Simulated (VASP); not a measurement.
# Ni (R-3m) in VASP: notebook

Runs on Ni. Level: PBEsol. Tasks: single point.

Program: VASP 6.6.1. These are calculated values, not measurements. Logs are shortened: lines on timing, memory, paths and dates and some standing lists are left out, and cuts for length are marked.

## Step 1: The cell of the first run

It takes space group R-3m (No. 166, trigonal). The conventional cell has a = 4.640 Å, b = 4.640 Å, c = 1.705 Å, α = 90.00°, β = 90.00°, γ = 120.00°. Within 2.3 Å of Ni (site symmetry -3m) lie 2 Ni at 1.70 Å.

## Step 2: Single point, PBEsol, collinear spin, ferromagnetic start

INCAR reads:

```
PREC     = Accurate       # precision mode
ENCUT    = 520            # plane-wave cutoff, eV
EDIFF    = 1E-6           # SCF threshold, eV
ISMEAR   = 0              # smearing method
SIGMA    = 0.15           # smearing width, eV
LREAL    = F              # projectors in reciprocal space
LASPH    = T              # aspherical terms in the spheres
NELM     = 150            # most SCF steps
ALGO     = Normal         # electronic algorithm
ISIF     = 2              # what is computed and relaxed
LWAVE    = F              # write WAVECAR
LCHARG   = F              # write CHGCAR
ISPIN    = 2              # spin polarisation
MAGMOM   = 0.5            # initial moments
LORBIT   = 11             # projections on sites
LMAXMIX  = 4              # l up to which the mixer works
GGA      = PS             # functional
NBANDS   = 15             # bands
```

KPOINTS reads:

```
Automatic mesh
0
Gamma
  26 26 26
```

POSCAR reads:

```
Ni
1.0
   -1.8593195764      1.4218326173      1.4218326173
    1.4218326173     -1.8593195764      1.4218326173
    1.4218326173      1.4218326173     -1.8593195764
Ni
1
Direct
    0.0000000000      0.0000000000      0.0000000000
```

Potentials or basis: VASP PAW PBE potentials, release 64 (Ni).

The run is started by

```console
$ cat potpaw_PBE.64/Ni/POTCAR > POTCAR
$ mpirun -np 1 vasp_std > vasp.out
```

OUTCAR:

```text
PREC = Accurate
   ENCUT = 520
   EDIFF = 1E-6
   ISMEAR = 0
   LREAL = F
   LASPH = T
   NELM = 150
   ISIF = 2
   ISPIN = 2
   LORBIT = 11
   GGA = PS

 ion  position               nearest neighbor table
   1  0.000  0.000  0.000-

  LATTYP: Found a trigonal (rhomboedric) cell.
 ALAT       =     2.7386648700
 COS(alpha) =    -0.4354066986

  Lattice vectors:

 A1 = (  -1.8593195764,   1.4218326173,   1.4218326173)
 A2 = (   1.4218326173,  -1.8593195764,   1.4218326173)
 A3 = (   1.4218326173,   1.4218326173,  -1.8593195764)

Analysis of symmetry for initial positions (statically):
=====================================================================
 Subroutine PRICEL returns:
 Original cell was already a primitive cell.

 Routine SETGRP: Setting up the symmetry group for a
 trigonal (rhombohedral) supercell.

 Subroutine GETGRP returns: Found 12 space group operations
 (whereof 12 operations were pure point group operations)
 out of a pool of 12 trial point group operations.

The static configuration has the point symmetry D_3d.

Analysis of symmetry for dynamics (positions and initial velocities):
=====================================================================
 Subroutine PRICEL returns:
 Original cell was already a primitive cell.

 Routine SETGRP: Setting up the symmetry group for a
 trigonal (rhombohedral) supercell.

 Subroutine GETGRP returns: Found 12 space group operations
 (whereof 12 operations were pure point group operations)
 out of a pool of 12 trial point group operations.

The dynamic configuration has the point symmetry D_3d.

Analysis of structural, dynamic, and magnetic symmetry:
=====================================================================
 Subroutine PRICEL returns:
 Original cell was already a primitive cell.

 Routine SETGRP: Setting up the symmetry group for a
 trigonal (rhombohedral) supercell.

 Subroutine GETGRP returns: Found 12 space group operations
 (whereof 12 operations were pure point group operations)
 out of a pool of 12 trial point group operations.

The overall configuration has the point symmetry D_3d.

 Subroutine INISYM returns: Found 12 space group operations
 (whereof 12 operations are pure point group operations),
 and found     1 'primitive' translations

----------------------------------------------------------------------------------------

                                     Primitive cell

  volume of cell :      10.5974

  direct lattice vectors                    reciprocal lattice vectors
    -1.859319576  1.421832617  1.421832617     0.135453773  0.440224762  0.440224762
     1.421832617 -1.859319576  1.421832617     0.440224762  0.135453773  0.440224762
     1.421832617  1.421832617 -1.859319576     0.440224762  0.440224762  0.135453773

  length of vectors
     2.738664870  2.738664870  2.738664870     0.637136883  0.637136883  0.637136883

  position of ions in fractional coordinates (direct lattice)
     0.000000000  0.000000000  0.000000000

  ion indices of the primitive-cell ions
   primitive index   ion index
                 1           1

----------------------------------------------------------------------------------------

 KPOINTS: Automatic mesh

Automatic generation of k-mesh.
 Grid dimensions read from file:
 generate k-points for:   26   26   26

 Generating k-lattice:

  Cartesian coordinates                     Fractional coordinates (reciprocal lattice)
     0.005209760  0.016931722  0.016931722     0.038461538  0.000000000  0.000000000
     0.016931722  0.005209760  0.016931722     0.000000000  0.038461538  0.000000000
     0.016931722  0.016931722  0.005209760     0.000000000  0.000000000  0.038461538

  Length of vectors
     0.024505265  0.024505265  0.024505265

  Shift w.r.t. Gamma in fractional coordinates (k-lattice)
     0.000000000  0.000000000  0.000000000

 Subroutine IBZKPT returns following result:
 ===========================================

 Found   1652 irreducible k-points:

 Following reciprocal coordinates:
            Coordinates               Weight
  0.000000  0.000000  0.000000      1.000000
  0.038462  0.000000  0.000000      6.000000
  0.076923  0.000000  0.000000      6.000000
  0.115385 -0.000000 -0.000000      6.000000
  0.153846 -0.000000  0.000000      6.000000
  0.192308 -0.000000 -0.000000      6.000000
[... 16 lines left out ...]
  0.346154  0.038462 -0.000000     12.000000
  0.384615  0.038462  0.000000     12.000000
 [... further k-points ...]
   k-points           NKPTS =   1652   k-points in BZ     NKDIM =   1652   number of bands    NBANDS=     15
   number of dos      NEDOS =    301   number of ions     NIONS =      1
   total plane-waves  NPLWV =   8000
   dimension x,y,z NGX =    20 NGY =   20 NGZ =   20
   dimension x,y,z NGXF=    40 NGYF=   40 NGZF=   40
   ions per type =               1
   NGX,Y,Z   is equivalent  to a cutoff of  12.14, 12.14, 12.14 a.u.
   NGXF,Y,Z  is equivalent  to a cutoff of  24.28, 24.28, 24.28 a.u.
 SYSTEM =  unknown system
   PREC   = accura    normal or accurate (medium, high low for compatibility)
   ISTART =      0    job   : 0-new  1-cont  2-samecut
   ICHARG =      2    charge: 1-file 2-atom 10-const
   ISPIN  =      2    spin polarized calculation?
   LNONCOLLINEAR =      F non collinear calculations
   LSORBIT =      F    spin-orbit coupling
   LASPH  =      T    aspherical Exc in radial PAW
   ENCUT  =  520.0 eV  38.22 Ry    6.18 a.u.   5.09  5.09  5.09*2*pi/ulx,y,z
   NELM   =    150;   NELMIN=  2; NELMDL= -5     # of ELM steps
   EDIFF  = 0.1E-05   stopping-criterion for ELM
   LREAL  =      F    real-space projection
   EDIFFG = 0.1E-04   stopping-criterion for IOM
   NSW    =      0    number of steps for IOM
   IBRION =     -1    ionic relax: 0-MD 1-quasi-New 2-CG
   NFREE  =      0    steps in history (QN), initial steepest desc. (CG)
   ISIF   =      2    stress and relaxation
   ISYM   =      2    0-nonsym 1-usesym 2-fastsym
   POTIM  = 0.5000    time-step for ionic-motion
   TEBEG  =    0.0;   TEEND  =   0.0 temperature during run
   PSTRESS=    0.0 pullay stress
   NELECT =      10.0000    total number of electrons
   NUPDOWN=      -1.0000    fix difference up-down
   EMIN   =  10.00;   EMAX   =-10.00  energy-range for DOS
   EFERMI =   0.00;   METHOD = LEGACY
   ISMEAR =     0;   SIGMA  =   0.15  broadening in eV -4-tet -1-fermi 0-gaus
   EFERMI_NEDOS =   21; number of points for ismear=-14 and -15
   IALGO  =     38    algorithm
   IMIX   =      4    mixing-type and parameters
     AMIX     =   0.40;   BMIX     =  1.00
     AMIX_MAG =   1.60;   BMIX_MAG =  1.00
  volume/ion in A,a.u.               =      10.60        71.51
  Fermi-wavevector in a.u.,A,eV,Ry     =   1.605738  3.034405 35.081190  2.578395
  Thomas-Fermi vector in A             =   2.702037
   LORBIT       =     11    0 simple, 1 ext, 2 COOP (PROOUT), +10 PAW based schemes
   GGA     = PS    functional components
   LHFCALC =     F    Hartree Fock is set to
   AEXX    =    0.0000 exact exchange contribution
   IVDW    =     0    specifies the selected vdW correction
   LEPSILON=     F    determine dielectric tensor
   LRPA    =     F    only Hartree local field effects (RPA)
 spin polarized calculation
 Gauss-broadening in eV      SIGMA  =   0.15
  energy-cutoff  :      520.00
  volume of cell :       10.60
 maximum number of plane-waves:       302
   NGX = 11   NGY = 11   NGZ = 11

 number of electron      10.0000000 magnetization       0.5000000

 number of electron       9.9999992 magnetization       0.0012484

 Free energy of the ion-electron system (eV)
  ---------------------------------------------------
  ext. energy  EPLUGINS =         0.00000000
  ---------------------------------------------------
  free energy    TOTEN  =        -3.04943053 eV

  energy without entropy =       -3.03529750  energy(sigma->0) =       -3.04236401

 E-fermi :  10.1637     XC(G=0): -13.3614

 val. band max:       10.1635619982   @ k =  -0.4231   0.2692   0.0385
 cond. band min:      10.1639021490   @ k =  -0.1538   0.5000   0.1154
 fundamental gap:      0.0003401507
 Fermi energy:        10.1636608395

 spin component 1

 k-point     1 :       0.0000    0.0000    0.0000
  band No.  band energies     occupation
      1       0.7355      1.00000
      2       2.8547      1.00000
      3       7.1099      1.00000
      4       7.1099      1.00000
      5      10.5920      0.00003
      6      10.5920      0.00003
      7      27.8226      0.00000
      8      28.1142      0.00000
      9      28.1142      0.00000
     10      32.4044      0.00000
     11      32.4044      0.00000
     12      40.9826      0.00000
     13      56.6052      0.00000
     14      57.3058      0.00000
     15      57.3058      0.00000
[... 397 lines left out ...]
 k-point    24 :       0.3846    0.0385    0.0000
  band No.  band energies     occupation
      1       3.9219      1.00000
      2       4.6526      1.00000
      3       8.7244      1.00000
      4       8.8130      1.00000
      5       9.5303      1.00000
      6      13.3345      0.00000
      7      25.2157      0.00000
      8      29.2093      0.00000
      9      30.7022      0.00000
     10      34.0550      0.00000
     11      37.1248      0.00000
     12      40.4799      0.00000
     13      41.6902      0.00000
     14      48.2401      0.00000
     15      50.7493      0.00000

 [... further k-points ...]

 spin component 2

 k-point     1 :       0.0000    0.0000    0.0000
  band No.  band energies     occupation
      1       0.7356      1.00000
      2       2.8557      1.00000
      3       7.1108      1.00000
      4       7.1108      1.00000
      5      10.5939      0.00002
      6      10.5939      0.00002
      7      27.8224      0.00000
      8      28.1146      0.00000
      9      28.1146      0.00000
     10      32.4046      0.00000
     11      32.4046      0.00000
     12      40.9832      0.00000
     13      56.6081      0.00000
     14      57.3059      0.00000
     15      57.3059      0.00000
[... 217 lines left out ...]
 k-point    14 :       0.5000   -0.0000    0.0000
  band No.  band energies     occupation
      1       3.6054      1.00000
      2       4.3787      1.00000
      3       8.8726      1.00000
      4       9.1550      1.00000
      5      10.1760      0.45368
      6      15.3245      0.00000
      7      22.2731      0.00000
      8      29.0025      0.00000
      9      30.1917      0.00000
     10      33.3481      0.00000
     11      37.4337      0.00000
     12      41.1565      0.00000
     13      44.9651      0.00000
     14      46.6234      0.00000
     15      51.5999      0.00000

------------------------ aborting loop because EDIFF is reached ----------------------------------------

  FORCE on cell =-STRESS in cart. coord.  units (eV):
  Direction    XX          YY          ZZ          XY          YZ          ZX
  --------------------------------------------------------------------------------------
  -------------------------------------------------------------------------------------
  Total        5.6279044      5.6279044      5.6279044      7.2329092      7.2329092      7.2329092
  in kB      850.8576553    850.8576553    850.8576553   1093.5111477   1093.5111477   1093.5111477
  external PRESSURE =     850.8576553 kB  Pullay stress =       0.0000000 kB

 VOLUME and BASIS-vectors are now :
 -----------------------------------------------------------------------------
  energy-cutoff  :      520.00
  volume of cell :       10.60
      direct lattice vectors                 reciprocal lattice vectors
    -1.859319576  1.421832617  1.421832617     0.135453773  0.440224762  0.440224762
     1.421832617 -1.859319576  1.421832617     0.440224762  0.135453773  0.440224762
     1.421832617  1.421832617 -1.859319576     0.440224762  0.440224762  0.135453773

 POSITION                                       TOTAL-FORCE (eV/Angst)
 -----------------------------------------------------------------------------------
      0.00000      0.00000      0.00000        -0.000000      0.000000      0.000000
 -----------------------------------------------------------------------------------
    total drift:                                0.000000     -0.000000      0.000000

  FREE ENERGIE OF THE ION-ELECTRON SYSTEM (eV)
  ---------------------------------------------------
  free  energy   TOTEN  =        -3.0494305259 eV

  energy  without entropy=       -3.0352975018  energy(sigma->0) =       -3.04236401

 total charge

# of ion       s       p       d       tot
------------------------------------------
    1        0.571   0.597   8.717   9.885

 magnetization (x)

# of ion       s       p       d       tot
------------------------------------------
    1        0.000  -0.000   0.001   0.001
```

It took 3.8 min on 1 thread of Intel Xeon 6975P-C (Granite Rapids), shared host; peak memory 0.48 GiB.

Results:

```
Free energy                                           : -3.0494 eV
Pressure                                              : 85.1 GPa
Band gap on the k mesh                                : zero (filled and empty bands overlap)
Net moment                                            : 0.00 μB per cell
Valence electrons inside the program's atomic spheres : Ni 9.88
```

Stress tensor (GPa, compression positive):
```
 85.09 109.35 109.35
109.35  85.09 109.35
109.35 109.35  85.09
```

Caveat: atoms lie so close that the PAW spheres overlap strongly, which falsifies energies and pressures; the cell stands under pressure; the PAW data sets were made with another functional, which shifts forces and pressure a little.

[end of part 1 of 2]
